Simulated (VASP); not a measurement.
# Ca17S15 (a cell with a defect) in VASP: a series of runs, part 2 of 2

VASP 6.6.1.

### 3 Single point, PBE

The input, INCAR:

```
SYSTEM = Ca17S15
PREC     = Accurate       ! precision mode
ENCUT    = 400            ! plane-wave cutoff, eV
EDIFF    = 1E-6           ! SCF threshold, eV
ISMEAR   = 0              ! smearing method
SIGMA    = 0.01           ! smearing width, eV
LREAL    = Auto         
LASPH    = .True.         ! aspherical terms in the spheres
NELM     = 120            ! most SCF steps
ALGO     = Normal         ! electronic algorithm
ISIF     = 2              ! what is computed and relaxed
LWAVE    = .False.        ! write WAVECAR
LCHARG   = .False.        ! write CHGCAR
GGA      = PE             ! functional
NELECT   = 262.0        
NBANDS   = 152            ! bands
GGA_COMPAT= .False.
```

The input, KPOINTS:

```
Automatic mesh
0
Gamma
  2 2 2
  0.5 0.5 0.5
```

The input, POSCAR:

```
Ca17S15
1.0
    5.7117999112      5.7117999112      5.7117999112
   -5.7117999112     -5.7117999112      5.7117999112
    5.7117999112     -5.7117999112     -5.7117999112
Ca S
17 15
Direct
    0.2289151363      0.2500000000      0.4789151363
    0.5000000000     -0.0210848637      0.4789151363
    0.2500000000      0.5000000000      0.2500000000
    0.5000000000      0.2500000000      0.2500000000
    0.7500000000      0.0000000000      0.2500000000
    0.7500000000      0.7500000000      0.5000000000
    0.0000000000      0.5000000000      0.5000000000
    0.2289151363      0.9789151363      0.7500000000
    0.2500000000      0.7500000000      0.0000000000
    0.5000000000      0.5210848637      0.0210848637
    0.7710848637      0.2500000000      0.0210848637
    0.0000000000      0.0000000000      0.0000000000
    0.0000000000      0.7500000000      0.2500000000
    0.5000000000      0.7500000000      0.7500000000
    0.7710848637      0.5210848637      0.7500000000
    0.0000000000      0.2500000000      0.7500000000
    0.5000000000      0.2500000000      0.7500000000
    0.7501815691     -0.0001815691      0.7500000000
    0.5000000000      0.5001815691      0.4998184309
    0.7501815691      0.2500000000      0.4998184309
   -0.0003631382     -0.0001815691      0.4998184309
    0.0000000000      0.7500000000      0.7500000000
    0.2498184309      0.5001815691      0.7500000000
    0.5000000000     -0.0001815691      0.0001815691
    0.5000000000      0.7500000000      0.2500000000
    0.7501815691      0.5001815691      0.2503631382
    0.0000000000      0.2500000000      0.2500000000
    0.2498184309     -0.0001815691      0.2496368618
    0.2498184309      0.7496368618      0.4998184309
    0.7501815691      0.7503631382      0.0001815691
    0.0003631382      0.5001815691      0.0001815691
    0.2498184309      0.2500000000      0.0001815691
```

Potentials or basis: VASP PAW PBE potentials, release 64 (Ca_sv, S).

The run is started by

```
> cat potpaw_PBE.64/Ca_sv/POTCAR potpaw_PBE.64/S/POTCAR > POTCAR
> mpirun -np 1 vasp_std > vasp.out
```

OUTCAR:

```text
SYSTEM = Ca17S15
   PREC = Accurate
   ENCUT = 400
   EDIFF = 1E-6
   ISMEAR = 0
   LREAL = Auto
   LASPH = .True.
   NELM = 120
   ISIF = 2
   GGA = PE
   NELECT = 262.0

 ion  position               nearest neighbor table
   1  0.229  0.250  0.479-  27 2.62  21 2.87  23 2.87  19 2.87  28 2.87  17 3.10
   2  0.500  0.979  0.479-  25 2.62  20 2.87  18 2.87  28 2.87  29 2.87  17 3.10
   3  0.250  0.500  0.250-  19 2.85  29 2.85  31 2.85  32 2.85  27 2.86  25 2.86
   4  0.500  0.250  0.250-  19 2.86  20 2.86  24 2.86  26 2.86  28 2.86  32 2.86
   5  0.750  0.000  0.250-  20 2.85  21 2.85  24 2.85  30 2.85  27 2.86  25 2.86
[... 557 lines left out ...]
  Total       18.8223020     18.8223020     18.8223020      0.0000000      0.0000000     -0.0000000
  in kB       40.4579965     40.4579965     40.4579965      0.0000000      0.0000000     -0.0000000
  external PRESSURE =      40.4579965 kB  Pullay stress =       0.0000000 kB

 VOLUME and BASIS-vectors are now :
 -----------------------------------------------------------------------------
  energy-cutoff  :      400.00
  volume of cell :      745.38
      direct lattice vectors                 reciprocal lattice vectors
     5.711799911  5.711799911  5.711799911     0.087538080  0.000000000  0.087538080
    -5.711799911 -5.711799911  5.711799911     0.000000000 -0.087538080  0.087538080
     5.711799911 -5.711799911 -5.711799911     0.087538080 -0.087538080  0.000000000

 POSITION                                       TOTAL-FORCE (eV/Angst)
 -----------------------------------------------------------------------------------
      2.61503     -2.85590     -0.00000         0.016509      0.000000      0.000000
      0.00000     -5.47093      5.71180        -0.000000     -0.016509      0.000000
      0.00000     -2.85590      2.85590        -0.000000      0.000000      0.000000
      2.85590      0.00000      2.85590        -0.000000      0.000000      0.000000
      5.71180      2.85590      2.85590        -0.000000      0.000000      0.000000
      2.85590     -2.85590      5.71180        -0.000000      0.000000      0.000000
[... 24 lines left out ...]
     -2.85383     -2.85590      2.85797        -0.001025      0.000000     -0.001025
     -0.00000     -0.00207      2.85383        -0.000000      0.001025      0.001025
 -----------------------------------------------------------------------------------
    total drift:                                0.000000     -0.000000      0.000000

  FREE ENERGIE OF THE ION-ELECTRON SYSTEM (eV)
  ---------------------------------------------------
  free  energy   TOTEN  =      -143.5826057016 eV

  energy  without entropy=     -143.5773055628  energy(sigma->0) =     -143.57995563
```

Run time: 5.6 min. Hardware: 1 thread of Intel Xeon 6975P-C (Granite Rapids), shared host; peak memory 0.71 GiB.

Results:

* Free energy: -143.5826 eV
* Largest force: 0.017 eV/Å

Forces in eV/Å, atoms in the order of the input:
```
Ca   0.017  0.000  0.000
Ca   0.000 -0.017  0.000
Ca   0.000  0.000  0.000
Ca   0.000  0.000  0.000
Ca   0.000  0.000  0.000
Ca   0.000  0.000  0.000
Ca   0.000  0.000  0.000
Ca   0.000  0.000  0.017
Ca   0.000  0.000  0.000
Ca   0.000  0.017  0.000
Ca  -0.017  0.000  0.000
Ca   0.000  0.000  0.000
Ca   0.000  0.000  0.000
Ca   0.000  0.000  0.000
Ca   0.000  0.000 -0.017
Ca   0.000  0.000  0.000
Ca   0.000  0.000  0.000
S   -0.001 -0.001  0.000
S    0.001  0.000 -0.001
S    0.000 -0.001 -0.001
S    0.001  0.000  0.001
S    0.000  0.000  0.000
S    0.001  0.001  0.000
S   -0.001  0.000  0.001
S    0.000  0.000  0.000
S   -0.001  0.001  0.000
S    0.000  0.000  0.000
S    0.001 -0.001  0.000
S    0.000 -0.001  0.001
S    0.000  0.001 -0.001
S   -0.001  0.000 -0.001
S    0.000  0.001  0.001
```

Caveat: the k points lie up to 0.39 Å⁻¹ apart; the cell carries a net charge on a neutralising background, which shifts energy and pressure; the cell is charged against a uniform background, so pressure and absolute levels hang on convention.
